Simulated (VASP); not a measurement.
# GaP4 (P1) in VASP: single point with PBE

Aim: the single point of GaP4 with PBE.

All numbers are computed with VASP 6.6.1; they aren't measurements. Logs are shortened: lines on timing, memory, paths and dates and some standing lists are left out, and cuts for length are marked.

### 1 The cell of the first run

The typed cell holds 10 atoms: a = 5.242 Å, b = 5.293 Å, c = 9.913 Å, α = 94.53°, β = 90.78°, γ = 96.91°.

### 2 Single point, PBE

Input file INCAR:

```
PREC = Accurate
ENCUT = 520
EDIFF = 1E-7
ISMEAR = 0
SIGMA = 0.1
LREAL = False
LASPH = True
NELM = 80
ALGO = Normal
ISIF = 2
LWAVE = False
LCHARG = True
GGA = PE
LELF = True
LVHAR = True
NBANDS = 44
```

Input file KPOINTS:

```
Automatic mesh
0
Gamma
  4 4 2
```

Input file POSCAR:

```
GaP4
1.0
    5.2417294356      0.0000000000      0.0000000000
   -0.6366258275      5.2548374534      0.0000000000
   -0.1357945127     -0.8051719634      9.8797674607
Ga P
2 8
Direct
    0.0053669751      0.0007612853      0.9499599235
    0.0070436053      0.9880677999      0.6447827993
    0.2849241030      0.3753330821      0.2868616721
    0.3559533726      0.3039256024      0.8220574358
    0.6093136477      0.6706413662      0.3430383127
    0.7516730197      0.6470920320      0.7891343539
    0.4110148951      0.6577578350      0.1425029175
    0.3475596435      0.6560844974      0.7105284625
    0.6536858890      0.3609609600      0.1837435808
    0.5734648492      0.3393755397      0.6273905419
```

Potentials or basis: VASP PAW PBE potentials, release 64 (Ga_d, P).

On the command line:

```console
$ cat potpaw_PBE.64/Ga_d/POTCAR potpaw_PBE.64/P/POTCAR > POTCAR
$ mpirun -np 1 vasp_std > vasp.out
```

OUTCAR:

```text
PREC = Accurate
   ENCUT = 520
   EDIFF = 1E-7
   ISMEAR = 0
   LREAL = False
   LASPH = True
   NELM = 80
   ISIF = 2
   GGA = PE

 ion  position               nearest neighbor table
   1  0.005  0.001  0.950-   6 2.59   4 2.69
   2  0.007  0.988  0.645-   6 2.64   8 2.76   4 2.82
   3  0.285  0.375  0.287-   5 2.20   7 2.20   9 2.21
   4  0.356  0.304  0.822-   8 2.25  10 2.26   6 2.63   1 2.69   2 2.82
   5  0.609  0.671  0.343-   3 2.20   9 2.22   7 2.22
   6  0.752  0.647  0.789-   8 2.25  10 2.30   1 2.59   4 2.63   2 2.64
   7  0.411  0.658  0.143-   9 2.20   3 2.20   5 2.22
   8  0.348  0.656  0.711-   4 2.25   6 2.25  10 2.28   2 2.76
   9  0.654  0.361  0.184-   7 2.20   3 2.21   5 2.22
  10  0.573  0.339  0.627-   4 2.26   8 2.28   6 2.30

  LATTYP: Found a triclinic cell.
 ALAT       =     6.9871522026
 B/A-ratio  =     0.7501953992
 C/A-ratio  =     1.4188116342
 COS(alpha) =     0.0136980036
 COS(beta)  =     0.0701114433
 COS(gamma) =     0.6590816222

  Lattice vectors:

 A1 = (   4.6051036081,   5.2548374534,   0.0000000000)
 A2 = (   5.2417294356,   0.0000000000,   0.0000000000)
 A3 = (   0.1357945127,   0.8051719634,  -9.8797674607)

Analysis of symmetry for initial positions (statically):
=====================================================================
 Subroutine PRICEL returns:
 Original cell was already a primitive cell.

 Routine SETGRP: Setting up the symmetry group for a
 triclinic supercell.

 Subroutine GETGRP returns: Found  1 space group operations
 (whereof  1 operations were pure point group operations)
 out of a pool of  2 trial point group operations.

The static configuration has the point symmetry C_1 .

Analysis of symmetry for dynamics (positions and initial velocities):
=====================================================================
 Subroutine PRICEL returns:
 Original cell was already a primitive cell.

 Routine SETGRP: Setting up the symmetry group for a
 triclinic supercell.

 Subroutine GETGRP returns: Found  1 space group operations
 (whereof  1 operations were pure point group operations)
 out of a pool of  2 trial point group operations.

The dynamic configuration has the point symmetry C_1 .

 Subroutine INISYM returns: Found  1 space group operations
 (whereof  1 operations are pure point group operations),
 and found     1 'primitive' translations

----------------------------------------------------------------------------------------

                                     Primitive cell

  volume of cell :     272.1326

  direct lattice vectors                    reciprocal lattice vectors
     5.241729436  0.000000000  0.000000000     0.190776730  0.023112683  0.004505786
    -0.636625827  5.254837453  0.000000000     0.000000000  0.190300844  0.015508959
    -0.135794513 -0.805171963  9.879767461     0.000000000  0.000000000  0.101216957

  length of vectors
     5.241729436  5.293260725  9.913452835     0.192224501  0.190931765  0.101216957

  position of ions in fractional coordinates (direct lattice)
     0.005366975  0.000761285  0.949959924
     0.007043605  0.988067800  0.644782799
     0.284924103  0.375333082  0.286861672
     0.355953373  0.303925602  0.822057436
     0.609313648  0.670641366  0.343038313
     0.751673020  0.647092032  0.789134354
     0.411014895  0.657757835  0.142502918
     0.347559643  0.656084497  0.710528463
     0.653685889  0.360960960  0.183743581
     0.573464849  0.339375540  0.627390542

  ion indices of the primitive-cell ions
   primitive index   ion index
                 1           1
                 2           2
                 3           3
                 4           4
                 5           5
                 6           6
                 7           7
                 8           8
                 9           9
                10          10

----------------------------------------------------------------------------------------

 KPOINTS: Automatic mesh

Automatic generation of k-mesh.
 Grid dimensions read from file:
 generate k-points for:    4    4    2

 Generating k-lattice:

  Cartesian coordinates                     Fractional coordinates (reciprocal lattice)
     0.047694182  0.005778171  0.001126446     0.250000000  0.000000000  0.000000000
     0.000000000  0.047575211  0.003877240     0.000000000  0.250000000  0.000000000
     0.000000000  0.000000000  0.050608479     0.000000000  0.000000000  0.500000000

  Length of vectors
     0.048056125  0.047732941  0.050608479

  Shift w.r.t. Gamma in fractional coordinates (k-lattice)
     0.000000000  0.000000000  0.000000000

 Subroutine IBZKPT returns following result:
 ===========================================

 Found     20 irreducible k-points:

 Following reciprocal coordinates:
            Coordinates               Weight
  0.000000  0.000000  0.000000      1.000000
  0.250000 -0.000000 -0.000000      2.000000
  0.500000 -0.000000 -0.000000      1.000000
  0.000000  0.250000  0.000000      2.000000
  0.250000  0.250000  0.000000      2.000000
  0.500000  0.250000 -0.000000      2.000000
[... 12 lines left out ...]
  0.250000  0.500000  0.500000      2.000000
  0.500000  0.500000  0.500000      1.000000
   k-points           NKPTS =     20   k-points in BZ     NKDIM =     20   number of bands    NBANDS=     44
   number of dos      NEDOS =    301   number of ions     NIONS =     10
   total plane-waves  NPLWV = 128000
   dimension x,y,z NGX =    40 NGY =   40 NGZ =   80
   dimension x,y,z NGXF=    80 NGYF=   80 NGZF=  160
   ions per type =               2   8
   NGX,Y,Z   is equivalent  to a cutoff of  12.69, 12.56, 13.42 a.u.
   NGXF,Y,Z  is equivalent  to a cutoff of  25.37, 25.13, 26.83 a.u.
 SYSTEM =  unknown system
   PREC   = accura    normal or accurate (medium, high low for compatibility)
   ISTART =      0    job   : 0-new  1-cont  2-samecut
   ICHARG =      2    charge: 1-file 2-atom 10-const
   ISPIN  =      1    spin polarized calculation?
   LNONCOLLINEAR =      F non collinear calculations
   LSORBIT =      F    spin-orbit coupling
   LASPH  =      T    aspherical Exc in radial PAW
   ENCUT  =  520.0 eV  38.22 Ry    6.18 a.u.   9.75  9.84 18.43*2*pi/ulx,y,z
   NELM   =     80;   NELMIN=  2; NELMDL= -5     # of ELM steps
   EDIFF  = 0.1E-06   stopping-criterion for ELM
   LREAL  =      F    real-space projection
   EDIFFG = 0.1E-05   stopping-criterion for IOM
   NSW    =      0    number of steps for IOM
   IBRION =     -1    ionic relax: 0-MD 1-quasi-New 2-CG
   NFREE  =      0    steps in history (QN), initial steepest desc. (CG)
   ISIF   =      2    stress and relaxation
   ISYM   =      2    0-nonsym 1-usesym 2-fastsym
   POTIM  = 0.5000    time-step for ionic-motion
   TEBEG  =    0.0;   TEEND  =   0.0 temperature during run
   PSTRESS=    0.0 pullay stress
   NELECT =      66.0000    total number of electrons
   NUPDOWN=      -1.0000    fix difference up-down
   EMIN   =  10.00;   EMAX   =-10.00  energy-range for DOS
   EFERMI =   0.00;   METHOD = LEGACY
   ISMEAR =     0;   SIGMA  =   0.10  broadening in eV -4-tet -1-fermi 0-gaus
   EFERMI_NEDOS =   21; number of points for ismear=-14 and -15
   IALGO  =     38    algorithm
   IMIX   =      4    mixing-type and parameters
     AMIX     =   0.40;   BMIX     =  1.00
     AMIX_MAG =   1.60;   BMIX_MAG =  1.00
  volume/ion in A,a.u.               =      27.21       183.64
  Fermi-wavevector in a.u.,A,eV,Ry     =   1.020930  1.929278 14.181324  1.042298
  Thomas-Fermi vector in A             =   2.154527
   LORBIT       =      0    0 simple, 1 ext, 2 COOP (PROOUT), +10 PAW based schemes
   GGA     = PE    functional components
   LHFCALC =     F    Hartree Fock is set to
   AEXX    =    0.0000 exact exchange contribution
   IVDW    =     0    specifies the selected vdW correction
   LEPSILON=     F    determine dielectric tensor
   LRPA    =     F    only Hartree local field effects (RPA)
 non-spin polarized calculation
 Gauss-broadening in eV      SIGMA  =   0.10
  energy-cutoff  :      520.00
  volume of cell :      272.13
 maximum number of plane-waves:      7344
 NGX is ok and might be reduce to    40
   NGX = 19   NGY = 19   NGZ = 37

 number of electron      65.9999990 magnetization

 Free energy of the ion-electron system (eV)
  ---------------------------------------------------
  ext. energy  EPLUGINS =         0.00000000
  ---------------------------------------------------
  free energy    TOTEN  =       -45.87478323 eV

  energy without entropy =      -45.86852978  energy(sigma->0) =      -45.87165650

 E-fermi :   3.1865     XC(G=0):  -8.2211

 val. band max:        3.1785378948   @ k =   0.5000   0.5000   0.0000
 cond. band min:       3.2258386211   @ k =   0.5000   0.5000   0.5000
 fundamental gap:      0.0473007263
 Fermi energy:         3.1864661750

 k-point     1 :       0.0000    0.0000    0.0000
  band No.  band energies     occupation
      1     -12.8046      2.00000
      2     -12.1074      2.00000
      3     -12.0348      2.00000
      4     -12.0050      2.00000
      5     -11.9932      2.00000
      6     -11.9830      2.00000
[... 36 lines left out ...]
     43       6.0524      0.00000
     44       6.7458      0.00000

 k-point     2 :       0.2500   -0.0000   -0.0000
  band No.  band energies     occupation
      1     -12.7771      2.00000
      2     -12.0871      2.00000
      3     -12.0345      2.00000
      4     -12.0252      2.00000
      5     -12.0000      2.00000
      6     -11.9677      2.00000
[... 36 lines left out ...]
     43       6.3102      0.00000
     44       6.4704      0.00000

 k-point     3 :       0.5000   -0.0000   -0.0000
  band No.  band energies     occupation
      1     -12.7490      2.00000
      2     -12.0708      2.00000
      3     -12.0372      2.00000
      4     -12.0342      2.00000
      5     -12.0000      2.00000
      6     -11.9670      2.00000
[... 788 lines left out ...]
     43       6.3169      0.00000
     44       6.4497      0.00000

 k-point    20 :       0.5000    0.5000    0.5000
  band No.  band energies     occupation
      1     -12.7062      2.00000
      2     -12.0820      2.00000
      3     -12.0337      2.00000
      4     -12.0020      2.00000
      5     -11.9950      2.00000
      6     -11.9680      2.00000
[... 36 lines left out ...]
     43       6.2533      0.00000
     44       6.4046      0.00000

------------------------ aborting loop because EDIFF is reached ----------------------------------------

  FORCE on cell =-STRESS in cart. coord.  units (eV):
  Direction    XX          YY          ZZ          XY          YZ          ZX
  --------------------------------------------------------------------------------------
  -------------------------------------------------------------------------------------
  Total        0.0041489     -0.0171792     -0.1298201      2.0931135     -0.6503129     -0.2369041
  in kB        0.0244267     -0.1011422     -0.7643141     12.3231786     -3.8287088     -1.3947699
  external PRESSURE =      -0.2803432 kB  Pullay stress =       0.0000000 kB

 VOLUME and BASIS-vectors are now :
 -----------------------------------------------------------------------------
  energy-cutoff  :      520.00
  volume of cell :      272.13
      direct lattice vectors                 reciprocal lattice vectors
     5.241729436  0.000000000  0.000000000     0.190776730  0.023112683  0.004505786
    -0.636625827  5.254837453  0.000000000     0.000000000  0.190300844  0.015508959
    -0.135794513 -0.805171963  9.879767461     0.000000000  0.000000000  0.101216957

 POSITION                                       TOTAL-FORCE (eV/Angst)
 -----------------------------------------------------------------------------------
     -0.10135     -0.76088      9.38538        -0.037402      0.078296      0.362089
     -0.67967      4.67297      6.37030         0.134972      0.158590     -0.140636
      1.21559      1.74134      2.83413        -0.031711     -0.079939     -0.022308
      1.56069      0.93518      8.12174        -0.290926     -0.442214     -0.608145
      2.72033      3.24791      3.38914        -0.041166      0.038148     -0.180443
      3.42095      2.76497      7.79646         0.002346      0.137600     -0.508945
      1.71633      3.34167      1.40790         0.119631      0.035079      0.043801
      1.30765      2.87552      7.01986         0.556572     -0.431138      0.266044
      3.17170      1.74885      1.81534        -0.096127      0.127004      0.123651
      2.70470      1.27821      6.19847        -0.316190      0.378573      0.664891
 -----------------------------------------------------------------------------------
    total drift:                                0.000279      0.000714      0.000581

  FREE ENERGIE OF THE ION-ELECTRON SYSTEM (eV)
  ---------------------------------------------------
  free  energy   TOTEN  =       -45.8747832312 eV

  energy  without entropy=      -45.8685297764  energy(sigma->0) =      -45.87165650
```

Wall time 3 min (1 thread of Intel Xeon 6975P-C (Granite Rapids), shared host); peak memory 0.45 GiB.

Results:

* Free energy: -45.8748 eV
* Pressure: 0.0 GPa
* Largest force: 0.828 eV/Å
* Band gap on the k mesh: zero (band 33 reaches 3.25 eV, above the bottom of band 34 at 3.18 eV)

Forces on the atoms (eV/Å):
```
Ga  -0.037  0.078  0.362
Ga   0.135  0.159 -0.141
P   -0.032 -0.080 -0.022
P   -0.291 -0.442 -0.608
P   -0.041  0.038 -0.180
P    0.002  0.138 -0.509
P    0.120  0.035  0.044
P    0.557 -0.431  0.266
P   -0.096  0.127  0.124
P   -0.316  0.379  0.665
```
